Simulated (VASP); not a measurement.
# Re (Fm-3m) in VASP: single point with PBE

Aim: the single point of Re with PBE.

Program: VASP 6.6.1. These are calculated values, not measurements. Logs are shortened: lines on timing, memory, paths and dates and some standing lists are left out, and cuts for length are marked.

## Step 1: The cell of the first run

Symmetry: Fm-3m, No. 225, cubic system. The conventional cell has a = 3.877 Å, b = 3.877 Å, c = 3.877 Å, α = 90.00°, β = 90.00°, γ = 90.00°. Re (site symmetry m-3m) has 12 Re at 2.74 Å within 3.6 Å.

## Step 2: Single point, PBE

Contents of INCAR:

```
PREC     = Accurate       # precision mode
ENCUT    = 600            # plane-wave cutoff, eV
EDIFF    = 1E-6           # SCF threshold, eV
ISMEAR   = -1             # smearing method
SIGMA    = 0.06122561905347299 # smearing width, eV
LREAL    = False          # projectors in reciprocal space
LASPH    = True           # aspherical terms in the spheres
NELM     = 120            # most SCF steps
ALGO     = Normal         # electronic algorithm
ISIF     = 2              # what is computed and relaxed
LWAVE    = False          # write WAVECAR
LCHARG   = False          # write CHGCAR
GGA      = PE             # functional
NBANDS   = 10             # bands
GGA_COMPAT= False
```

Contents of KPOINTS:

```
regular mesh
0
Gamma
  12 12 12
```

Contents of POSCAR:

```
Re
1.0
    0.0000000000      1.9383620195      1.9383620195
    1.9383620195      0.0000000000      1.9383620195
    1.9383620195      1.9383620195      0.0000000000
Re
1
Direct
    0.0000000000      0.0000000000      0.0000000000
```

Potentials or basis: VASP PAW PBE potentials, release 64 (Re).

Run with:

```
$ cat potpaw_PBE.64/Re/POTCAR > POTCAR
$ mpirun -np 1 vasp_std > vasp.out
```

OUTCAR:

```text
PREC = Accurate
   ENCUT = 600
   EDIFF = 1E-6
   ISMEAR = -1
   LREAL = False
   LASPH = True
   NELM = 120
   ISIF = 2
   GGA = PE

 ion  position               nearest neighbor table
   1  0.000  0.000  0.000-

  LATTYP: Found a face centered cubic cell.
 ALAT       =     3.8767240390

  Lattice vectors:

 A1 = (   0.0000000000,   1.9383620195,   1.9383620195)
 A2 = (   1.9383620195,   0.0000000000,   1.9383620195)
 A3 = (   1.9383620195,   1.9383620195,   0.0000000000)

Analysis of symmetry for initial positions (statically):
=====================================================================
 Subroutine PRICEL returns:
 Original cell was already a primitive cell.

 Routine SETGRP: Setting up the symmetry group for a
 face centered cubic supercell.

 Subroutine GETGRP returns: Found 48 space group operations
 (whereof 48 operations were pure point group operations)
 out of a pool of 48 trial point group operations.

The static configuration has the point symmetry O_h .

Analysis of symmetry for dynamics (positions and initial velocities):
=====================================================================
 Subroutine PRICEL returns:
 Original cell was already a primitive cell.

 Routine SETGRP: Setting up the symmetry group for a
 face centered cubic supercell.

 Subroutine GETGRP returns: Found 48 space group operations
 (whereof 48 operations were pure point group operations)
 out of a pool of 48 trial point group operations.

The dynamic configuration has the point symmetry O_h .

 Subroutine INISYM returns: Found 48 space group operations
 (whereof 48 operations are pure point group operations),
 and found     1 'primitive' translations

----------------------------------------------------------------------------------------

                                     Primitive cell

  volume of cell :      14.5658

  direct lattice vectors                    reciprocal lattice vectors
     0.000000000  1.938362019  1.938362019    -0.257949751  0.257949751  0.257949751
     1.938362019  0.000000000  1.938362019     0.257949751 -0.257949751  0.257949751
     1.938362019  1.938362019  0.000000000     0.257949751  0.257949751 -0.257949751

  length of vectors
     2.741257857  2.741257857  2.741257857     0.446782074  0.446782074  0.446782074

  position of ions in fractional coordinates (direct lattice)
     0.000000000  0.000000000  0.000000000

  ion indices of the primitive-cell ions
   primitive index   ion index
                 1           1

----------------------------------------------------------------------------------------

 KPOINTS: regular mesh

Automatic generation of k-mesh.
 Grid dimensions read from file:
 generate k-points for:   12   12   12

 Generating k-lattice:

  Cartesian coordinates                     Fractional coordinates (reciprocal lattice)
    -0.021495813  0.021495813  0.021495813     0.083333333  0.000000000  0.000000000
     0.021495813 -0.021495813  0.021495813     0.000000000  0.083333333  0.000000000
     0.021495813  0.021495813 -0.021495813     0.000000000  0.000000000  0.083333333

  Length of vectors
     0.037231840  0.037231840  0.037231840

  Shift w.r.t. Gamma in fractional coordinates (k-lattice)
     0.000000000  0.000000000  0.000000000

 Subroutine IBZKPT returns following result:
 ===========================================

 Found     72 irreducible k-points:

 Following reciprocal coordinates:
            Coordinates               Weight
  0.000000  0.000000  0.000000      1.000000
  0.083333  0.000000  0.000000      8.000000
  0.166667  0.000000  0.000000      8.000000
  0.250000  0.000000  0.000000      8.000000
  0.333333  0.000000  0.000000      8.000000
  0.416667  0.000000  0.000000      8.000000
[... 16 lines left out ...]
  0.500000  0.166667  0.000000     24.000000
 -0.416667  0.166667  0.000000     24.000000
 [... further k-points ...]
   k-points           NKPTS =     72   k-points in BZ     NKDIM =     72   number of bands    NBANDS=     10
   number of dos      NEDOS =    301   number of ions     NIONS =      1
   total plane-waves  NPLWV =  13824
   dimension x,y,z NGX =    24 NGY =   24 NGZ =   24
   dimension x,y,z NGXF=    48 NGYF=   48 NGZF=   48
   ions per type =               1
   NGX,Y,Z   is equivalent  to a cutoff of  14.56, 14.56, 14.56 a.u.
   NGXF,Y,Z  is equivalent  to a cutoff of  29.11, 29.11, 29.11 a.u.
 SYSTEM =  unknown system
   PREC   = accura    normal or accurate (medium, high low for compatibility)
   ISTART =      0    job   : 0-new  1-cont  2-samecut
   ICHARG =      2    charge: 1-file 2-atom 10-const
   ISPIN  =      1    spin polarized calculation?
   LNONCOLLINEAR =      F non collinear calculations
   LSORBIT =      F    spin-orbit coupling
   LASPH  =      T    aspherical Exc in radial PAW
   ENCUT  =  600.0 eV  44.10 Ry    6.64 a.u.   5.47  5.47  5.47*2*pi/ulx,y,z
   NELM   =    120;   NELMIN=  2; NELMDL= -5     # of ELM steps
   EDIFF  = 0.1E-05   stopping-criterion for ELM
   LREAL  =      F    real-space projection
   EDIFFG = 0.1E-04   stopping-criterion for IOM
   NSW    =      0    number of steps for IOM
   IBRION =     -1    ionic relax: 0-MD 1-quasi-New 2-CG
   NFREE  =      0    steps in history (QN), initial steepest desc. (CG)
   ISIF   =      2    stress and relaxation
   ISYM   =      2    0-nonsym 1-usesym 2-fastsym
   POTIM  = 0.5000    time-step for ionic-motion
   TEBEG  =    0.0;   TEEND  =   0.0 temperature during run
   PSTRESS=    0.0 pullay stress
   NELECT =       7.0000    total number of electrons
   NUPDOWN=      -1.0000    fix difference up-down
   EMIN   =  10.00;   EMAX   =-10.00  energy-range for DOS
   EFERMI =   0.00;   METHOD = LEGACY
   ISMEAR =    -1;   SIGMA  =   0.06  broadening in eV -4-tet -1-fermi 0-gaus
   EFERMI_NEDOS =   21; number of points for ismear=-14 and -15
   IALGO  =     38    algorithm
   IMIX   =      4    mixing-type and parameters
     AMIX     =   0.40;   BMIX     =  1.00
     AMIX_MAG =   1.60;   BMIX_MAG =  1.00
  volume/ion in A,a.u.               =      14.57        98.29
  Fermi-wavevector in a.u.,A,eV,Ry     =   1.282319  2.423231 22.372619  1.644341
  Thomas-Fermi vector in A             =   2.414637
   LORBIT       =      0    0 simple, 1 ext, 2 COOP (PROOUT), +10 PAW based schemes
   GGA     = PE    functional components
   LHFCALC =     F    Hartree Fock is set to
   AEXX    =    0.0000 exact exchange contribution
   IVDW    =     0    specifies the selected vdW correction
   LEPSILON=     F    determine dielectric tensor
   LRPA    =     F    only Hartree local field effects (RPA)
 non-spin polarized calculation
  energy-cutoff  :      600.00
  volume of cell :       14.57
 maximum number of plane-waves:       531
 NGX is ok and might be reduce to    24
   NGX = 11   NGY = 11   NGZ = 11

 number of electron       7.0000000 magnetization

 Free energy of the ion-electron system (eV)
  ---------------------------------------------------
  ext. energy  EPLUGINS =         0.00000000
  ---------------------------------------------------
  free energy    TOTEN  =       -12.35662494 eV

  energy without entropy =      -12.34879948  energy(sigma->0) =      -12.35271221

 E-fermi :   8.2742     XC(G=0): -13.7884

 val. band max:        8.2678321669   @ k =  -0.1667   0.2500   0.0833
 cond. band min:       8.2820996003   @ k =   0.5000   0.4167   0.0833
 fundamental gap:      0.0142674334
 Fermi energy:         8.2741696994

 k-point     1 :       0.0000    0.0000    0.0000
  band No.  band energies     occupation
      1      -1.9221      2.00000
      2       6.3346      2.00000
      3       6.3346      2.00000
      4       6.3346      2.00000
      5       9.5730      0.00000
      6       9.5731      0.00000
      7      22.2016      0.00000
      8      27.9227      0.00000
      9      27.9227      0.00000
     10      27.9227      0.00000

 k-point     2 :       0.0833    0.0000    0.0000
  band No.  band energies     occupation
      1      -1.5977      2.00000
      2       6.1178      2.00000
      3       6.4840      2.00000
      4       6.4840      2.00000
      5       9.4548      0.00000
      6       9.4548      0.00000
      7      22.8274      0.00000
      8      26.4842      0.00000
      9      28.5183      0.00000
     10      28.5183      0.00000

 k-point     3 :       0.1667    0.0000    0.0000
  band No.  band energies     occupation
      1      -0.7126      2.00000
      2       5.6710      2.00000
      3       6.7822      2.00000
      4       6.7822      2.00000
      5       9.3231      0.00000
      6       9.3231      0.00000
      7      23.8151      0.00000
      8      24.9935      0.00000
      9      30.1860      0.00000
     10      30.1860      0.00000

 k-point     4 :       0.2500    0.0000    0.0000
  band No.  band energies     occupation
      1       0.4024      2.00000
      2       5.5019      2.00000
      3       6.8115      2.00000
      4       6.8115      2.00000
      5       9.7180      0.00000
      6       9.7180      0.00000
      7      22.2413      0.00000
      8      26.0864      0.00000
      9      32.5999      0.00000
     10      32.6297      0.00000
[... 222 lines left out ...]
 k-point    22 :       0.4167    0.1667    0.0000
  band No.  band energies     occupation
      1       2.1549      2.00000
      2       4.9147      2.00000
      3       5.8630      2.00000
      4       7.5098      1.99999
      5      11.8604      0.00000
      6      12.0582      0.00000
      7      20.6008      0.00000
      8      24.8524      0.00000
      9      27.6907      0.00000
     10      30.3347      0.00000

 k-point    23 :       0.5000    0.1667    0.0000
  band No.  band energies     occupation
      1       2.2911      2.00000
      2       4.9940      2.00000
      3       6.5945      2.00000
      4       7.2113      2.00000
      5      12.2693      0.00000
      6      13.8206      0.00000
      7      18.1765      0.00000
      8      24.0245      0.00000
      9      27.5177      0.00000
     10      28.5715      0.00000

 k-point    24 :      -0.4167    0.1667    0.0000
  band No.  band energies     occupation
      1       2.3801      2.00000
      2       5.0466      2.00000
      3       6.8996      2.00000
      4       7.0701      2.00000
      5      11.5687      0.00000
      6      14.4769      0.00000
      7      18.0440      0.00000
      8      23.9969      0.00000
      9      26.9181      0.00000
     10      28.8546      0.00000

 [... further k-points ...]
[... 5 lines left out ...]
  --------------------------------------------------------------------------------------
  -------------------------------------------------------------------------------------
  Total        1.0264593      1.0264593      1.0264593      0.0000000      0.0000000      0.0000000
  in kB      112.9061578    112.9061578    112.9061578      0.0000000      0.0000000      0.0000000
  external PRESSURE =     112.9061578 kB  Pullay stress =       0.0000000 kB

 VOLUME and BASIS-vectors are now :
 -----------------------------------------------------------------------------
  energy-cutoff  :      600.00
  volume of cell :       14.57
      direct lattice vectors                 reciprocal lattice vectors
     0.000000000  1.938362019  1.938362019    -0.257949751  0.257949751  0.257949751
     1.938362019  0.000000000  1.938362019     0.257949751 -0.257949751  0.257949751
     1.938362019  1.938362019  0.000000000     0.257949751  0.257949751 -0.257949751

 POSITION                                       TOTAL-FORCE (eV/Angst)
 -----------------------------------------------------------------------------------
      0.00000      0.00000      0.00000         0.000000      0.000000     -0.000000
 -----------------------------------------------------------------------------------
    total drift:                               -0.000000      0.000000     -0.000000

  FREE ENERGIE OF THE ION-ELECTRON SYSTEM (eV)
  ---------------------------------------------------
  free  energy   TOTEN  =       -12.3566249416 eV

  energy  without entropy=      -12.3487994826  energy(sigma->0) =      -12.35271221
```

Run time: 20 s. Hardware: 1 thread of Intel Xeon 8259CL, shared host; peak memory 0.15 GiB.

Results:

```yaml
Free_energy: -12.3566 eV
Pressure: 11.3 GPa
```

Levels at points of the mesh, in eV from the Fermi level:
| k point | band 1 | band 2 | band 3 | band 4 | band 5 | band 6 | band 7 | band 8 | band 9 |
| --- | --- | --- | --- | --- | --- | --- | --- | --- | --- |
| (0.00, 0.00, 0.00) | -10.20 | -1.94 | -1.94 | -1.94 | 1.30 | 1.30 | 13.93 | 19.65 | 19.65 |
| (0.50, 0.00, 0.00) | -6.95 | -2.15 | -2.15 | 0.25 | 3.89 | 3.89 | 10.14 | 13.43 | 20.26 |
| (0.50, 0.50, 0.00) | -6.92 | -6.04 | 2.86 | 3.84 | 4.65 | 4.65 | 12.38 | 12.38 | 13.25 |

Caveat: spin-orbit coupling is left out, which moves the levels of the heavy elements.
